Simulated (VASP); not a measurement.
# NbH (I4/mmm) in VASP: further runs, part 2 of 2

VASP 6.6.1. Earlier steps stand in the parts before.

**4. Single point, PBEsol**

This run uses another cell than the first one, of 10.04 Å³/atom, 1.043 times its volume.

The input, INCAR:

```
SYSTEM = NbH
PREC = Accurate
ENCUT = 520
EDIFF = 1E-6
ISMEAR = -1
SIGMA = 0.1
LREAL = .False.
LASPH = .True.
NELM = 100
ALGO = Normal
ISIF = 2
LWAVE = .False.
LCHARG = .True.
GGA = PS
LELF = .True.
LVHAR = .True.
NBANDS = 14
```

The input, KPOINTS:

```
Automatic mesh
0
Gamma
  13 13 13
  0 0 0
```

The input, POSCAR:

```
NbH
1.0
   -1.5961786817      1.5961786817      1.9709831423
    1.5961786817     -1.5961786817      1.9709831423
    1.5961786817      1.5961786817     -1.9709831423
Nb H
1 1
Direct
    0.0000000000      0.0000000000      0.0000000000
    0.5000000000      0.5000000000      0.0000000000
```

Potentials or basis: VASP PAW PBE potentials, release 64 (Nb_sv, H).

Command:

```console
$ cat potpaw_PBE.64/Nb_sv/POTCAR potpaw_PBE.64/H/POTCAR > POTCAR
$ mpirun -np 1 vasp_std > vasp.out
```

OUTCAR:

```text
SYSTEM = NbH
   PREC = Accurate
   ENCUT = 520
   EDIFF = 1E-6
   ISMEAR = -1
   LREAL = .False.
   LASPH = .True.
   NELM = 100
   ISIF = 2
   GGA = PS

 ion  position               nearest neighbor table
   1  0.000  0.000  0.000-
   2  0.500  0.500  0.000-

  LATTYP: Found a body centered tetragonal cell.
 ALAT       =     3.1923573634
 C/A-ratio  =     1.2348135988

  Lattice vectors:

 A1 = (  -1.5961786817,   1.5961786817,   1.9709831423)
 A2 = (   1.5961786817,  -1.5961786817,   1.9709831423)
 A3 = (   1.5961786817,   1.5961786817,  -1.9709831423)

Analysis of symmetry for initial positions (statically):
=====================================================================
 Subroutine PRICEL returns:
 Original cell was already a primitive cell.

 Routine SETGRP: Setting up the symmetry group for a
 body centered tetragonal supercell.

 Subroutine GETGRP returns: Found 16 space group operations
 (whereof 16 operations were pure point group operations)
 out of a pool of 16 trial point group operations.

The static configuration has the point symmetry D_4h.

[... 163 lines left out ...]
 fundamental gap:      0.0093033242
 Fermi energy:        11.1668359080

 k-point     1 :       0.0000    0.0000    0.0000
  band No.  band energies     occupation
      1     -43.8365      2.00000
      2     -19.4242      2.00000
      3     -19.3753      2.00000
      4     -19.3753      2.00000
      5       1.4789      2.00000
      6      10.4538      1.99840
      7      10.4538      1.99840
      8      11.8424      0.00233
      9      12.1202      0.00014
     10      13.0473      0.00000
     11      21.2963      0.00000
     12      22.5754      0.00000
     13      23.5894      0.00000
     14      23.5894      0.00000
[... 377 lines left out ...]
      1     -43.6660      2.00000
      2     -20.3764      2.00000
      3     -19.7083      2.00000
      4     -19.5108      2.00000
      5       5.5335      2.00000
      6       7.3932      2.00000
      7       9.7596      2.00000
      8      11.4918      0.07469
      9      14.5059      0.00000
     10      15.4507      0.00000
     11      19.4007      0.00000
     12      19.8470      0.00000
     13      25.5210      0.00000
     14      27.3129      0.00000

 [... further k-points ...]
[... 5 lines left out ...]
  --------------------------------------------------------------------------------------
  -------------------------------------------------------------------------------------
  Total       -0.5530594     -0.5530594     -0.5103067      0.0000000     -0.0000000     -0.0000000
  in kB      -44.1140033    -44.1140033    -40.7038930      0.0000000     -0.0000000     -0.0000000
  external PRESSURE =     -42.9772999 kB  Pullay stress =       0.0000000 kB

 VOLUME and BASIS-vectors are now :
 -----------------------------------------------------------------------------
  energy-cutoff  :      520.00
  volume of cell :       20.09
      direct lattice vectors                 reciprocal lattice vectors
    -1.596178682  1.596178682  1.970983142     0.000000000  0.313248138  0.253680506
     1.596178682 -1.596178682  1.970983142     0.313248138  0.000000000  0.253680506
     1.596178682  1.596178682 -1.970983142     0.313248138  0.313248138  0.000000000

 POSITION                                       TOTAL-FORCE (eV/Angst)
 -----------------------------------------------------------------------------------
      0.00000      0.00000      0.00000         0.000000     -0.000000      0.000000
      0.00000      0.00000      1.97098        -0.000000      0.000000     -0.000000
 -----------------------------------------------------------------------------------
    total drift:                               -0.000000      0.000000      0.000000

  FREE ENERGIE OF THE ION-ELECTRON SYSTEM (eV)
  ---------------------------------------------------
  free  energy   TOTEN  =       -14.6528228619 eV

  energy  without entropy=      -14.6188660753  energy(sigma->0) =      -14.63584447
```

OSZICAR:

```text
N       E                     dE             d eps       ncg     rms          rms(c)
DAV:   1     0.116276943638E+03    0.11628E+03   -0.77443E+03  5528   0.103E+03
DAV:   2    -0.111391058217E+02   -0.12742E+03   -0.12145E+03  6208   0.359E+02
DAV:   3    -0.153126610972E+02   -0.41736E+01   -0.40173E+01  7914   0.578E+01
DAV:   4    -0.155565739497E+02   -0.24391E+00   -0.24315E+00  7164   0.125E+01
DAV:   5    -0.155635934808E+02   -0.70195E-02   -0.70174E-02  8050   0.186E+00    0.814E+00
DAV:   6    -0.147391005840E+02    0.82449E+00   -0.85445E-01  8796   0.113E+01    0.262E+00
DAV:   7    -0.146516200951E+02    0.87480E-01   -0.20300E-01  9416   0.488E+00    0.909E-01
DAV:   8    -0.146528357657E+02   -0.12157E-02   -0.15988E-02  6250   0.147E+00    0.121E-01
DAV:   9    -0.146528236546E+02    0.12111E-04   -0.15000E-03  8848   0.384E-01    0.413E-02
DAV:  10    -0.146528286201E+02   -0.49655E-05   -0.28635E-05  6166   0.554E-02    0.218E-02
DAV:  11    -0.146528230496E+02    0.55705E-05   -0.79908E-06  7974   0.356E-02    0.405E-03
DAV:  12    -0.146528228619E+02    0.18767E-06   -0.63053E-07  4214   0.939E-03
   1 F= -.14652823E+02 E0= -.14635844E+02  d E =-.339568E-01
```

stdout:

```text
POSCAR found type information on POSCAR NbH
 POSCAR found :  2 types and       2 ions
 scaLAPACK will be used
 -----------------------------------------------------------------------------
|                                                                             |
|                                                                             |
|     You enforced a specific xc type in the INCAR file but a different       |
|     I HOPE YOU KNOW WHAT YOU ARE DOING!                                     |
|                                                                             |
 -----------------------------------------------------------------------------

 LDA part: xc-table for (Slater+PW92), standard interpolation
 POSCAR, INCAR and KPOINTS ok, starting setup
 FFT: planning ... GRIDC
 FFT: planning ... GRID_SOFT
 FFT: planning ... GRID
 WAVECAR not read
 entering main loop
```

It took 52 s on 1 thread of AMD EPYC 7R13 (Zen 3), shared host; peak memory 0.15 GiB.

Results:

```
Free energy            : -14.6528 eV
Pressure               : -4.3 GPa
Band gap on the k mesh : zero (band 7 reaches 14.69 eV, above the bottom of band 8 at 10.65 eV)
```

Caveat: the PAW data sets were made with another functional, which shifts forces and pressure a little.

**5. Single point, PBEsol**

This run uses another cell than the first one, of 10.25 Å³/atom, 1.064 times its volume.

The input, INCAR:

```
ALGO = Normal
EDIFF = 1E-7
ENCUT = 520
GGA = PS
ISIF = 2
ISMEAR = -1
LASPH = T
LCHARG = T
LELF = T
LREAL = F
LVHAR = T
LWAVE = F
NBANDS = 14
NELM = 100
PREC = Accurate
SIGMA = 0.1
```

The input, KPOINTS:

```
k-points
0
Gamma
  13 13 13
```

The input, POSCAR:

```
NbH
1.0
   -1.6069640000      1.6069640000      1.9843010000
    1.6069640000     -1.6069640000      1.9843010000
    1.6069640000      1.6069640000     -1.9843010000
Nb H
1 1
Direct
    0.0000000000      0.0000000000      0.0000000000
    0.5000000000      0.5000000000      0.0000000000
```

Command:

```console
$ cat potpaw_PBE.64/Nb_sv/POTCAR potpaw_PBE.64/H/POTCAR > POTCAR
$ mpirun -np 1 vasp_std > vasp.out
```

Wall time 52 s (1 thread of AMD EPYC 7R13 (Zen 3), shared host); peak memory 0.15 GiB.

Results (log left out):

```yaml
Free_energy: -14.6376 eV
Pressure: -7.9 GPa
Band_gap_on_the_k_mesh: zero (band 7 reaches 14.30 eV, above the bottom of band 8 at 10.39 eV)
```

Levels at points of the mesh, in eV from the Fermi level:
```tsv
k point	band 3	band 4	band 5	band 6	band 7	band 8	band 9	band 10	band 11	band 12
(0.00, 0.00, 0.00)	-30.60	-30.60	-9.58	-0.69	-0.69	0.67	0.93	1.83	9.95	11.38
```

Caveat: the PAW data sets were made with another functional, which shifts forces and pressure a little.

**6. Single point, PBEsol**

This run uses another cell than the first one, of 10.45 Å³/atom, 1.085 times its volume.

The input, INCAR:

```
ALGO = Normal ; EDIFF = 1E-6
ENCUT = 520 ; GGA = PS
ISIF = 2 ; ISMEAR = -1
LASPH = T ; LCHARG = F
LREAL = F ; LWAVE = F
NBANDS = 14 ; NELM = 80
PREC = Accurate ; SIGMA = 0.1
```

KPOINTS is that of step 5.

The input, POSCAR:

```
NbH
1.0
   -1.6176064558      1.6176064558      1.9974424492
    1.6176064558     -1.6176064558      1.9974424492
    1.6176064558      1.6176064558     -1.9974424492
Nb H
1 1
Direct
    0.0000000000      0.0000000000      0.0000000000
    0.5000000000      0.5000000000      0.0000000000
```

Potentials or basis: VASP PAW PBE potentials, release 64 (Nb_sv, H).

Command:

```console
$ cat potpaw_PBE.64/Nb_sv/POTCAR potpaw_PBE.64/H/POTCAR > POTCAR
$ mpirun -np 1 vasp_std > vasp.out
```

OUTCAR:

```text
EDIFF = 1E-6
   ENCUT = 520
   GGA = PS
   ISIF = 2
   ISMEAR = -1
   LASPH = T
   LREAL = F
   NELM = 80
   PREC = Accurate

 ion  position               nearest neighbor table
   1  0.000  0.000  0.000-
   2  0.500  0.500  0.000-

  LATTYP: Found a body centered tetragonal cell.
 ALAT       =     3.2352129116
 C/A-ratio  =     1.2348135988

  Lattice vectors:

[... 579 lines left out ...]
      3     -20.3150      2.00000
      4     -20.1407      2.00000
      5       5.1053      2.00000
      6       6.9866      2.00000
      7       9.2773      2.00000
      8      10.9403      0.08060
      9      13.7930      0.00000
     10      14.6978      0.00000
     11      18.4486      0.00000
     12      19.0442      0.00000
     13      24.5093      0.00000
     14      26.3818      0.00000

 [... further k-points ...]
[... 5 lines left out ...]
  --------------------------------------------------------------------------------------
  -------------------------------------------------------------------------------------
  Total       -1.4459222     -1.4459222     -1.4863895      0.0000000     -0.0000000     -0.0000000
  in kB     -110.8091148   -110.8091148   -113.9103533      0.0000000     -0.0000000     -0.0000000
  external PRESSURE =    -111.8428610 kB  Pullay stress =       0.0000000 kB

 VOLUME and BASIS-vectors are now :
 -----------------------------------------------------------------------------
  energy-cutoff  :      520.00
  volume of cell :       20.91
      direct lattice vectors                 reciprocal lattice vectors
    -1.617606456  1.617606456  1.997442449     0.000000000  0.309098667  0.250320103
     1.617606456 -1.617606456  1.997442449     0.309098667  0.000000000  0.250320103
     1.617606456  1.617606456 -1.997442449     0.309098667  0.309098667  0.000000000

 POSITION                                       TOTAL-FORCE (eV/Angst)
 -----------------------------------------------------------------------------------
      0.00000      0.00000      0.00000         0.000000     -0.000000     -0.000000
      0.00000      0.00000      1.99744        -0.000000      0.000000      0.000000
 -----------------------------------------------------------------------------------
    total drift:                               -0.000000      0.000000      0.000000

  FREE ENERGIE OF THE ION-ELECTRON SYSTEM (eV)
  ---------------------------------------------------
  free  energy   TOTEN  =       -14.6135711400 eV

  energy  without entropy=      -14.5787374783  energy(sigma->0) =      -14.59615431
```

Run time: 60 s. Hardware: 1 thread of AMD EPYC 7R13 (Zen 3), shared host; peak memory 0.15 GiB.

Results:

| Item | Value |
| --- | --- |
| Free energy | -14.6136 eV |
| Pressure | -11.2 GPa |
| Band gap on the k mesh | zero (band 7 reaches 13.92 eV, above the bottom of band 8 at 10.13 eV) |

Caveat: the PAW data sets were made with another functional, which shifts forces and pressure a little.

**7. The runs side by side**

| cell | gap on the mesh (eV) | pressure (GPa) |
| --- | --- | --- |
| a = 2.955 Å, angles 115.6, 115.6, 97.7°, 2 atoms | none | 4.2 |
| a = 2.976 Å, angles 115.6, 115.6, 97.7°, 2 atoms | none | -0.3 |
| a = 2.997 Å, angles 115.6, 115.6, 97.7°, 2 atoms | none | -4.3 |
| a = 3.017 Å, angles 115.6, 115.6, 97.7°, 2 atoms | none | -7.9 |
| a = 3.037 Å, angles 115.6, 115.6, 97.7°, 2 atoms | none | -11.2 |

Alike in all rows: task single point; level PBEsol; potentials or basis VASP PAW PBE potentials, release 64 (Nb_sv, H); no spin polarisation; k mesh 13 × 13 × 13; cutoff (eV) 520; smearing fermi-dirac 0.1 eV.

Caveats: the PAW data sets were made with another functional, which shifts forces and pressure a little.

Absolute energies hang on the potentials; compare differences alone.
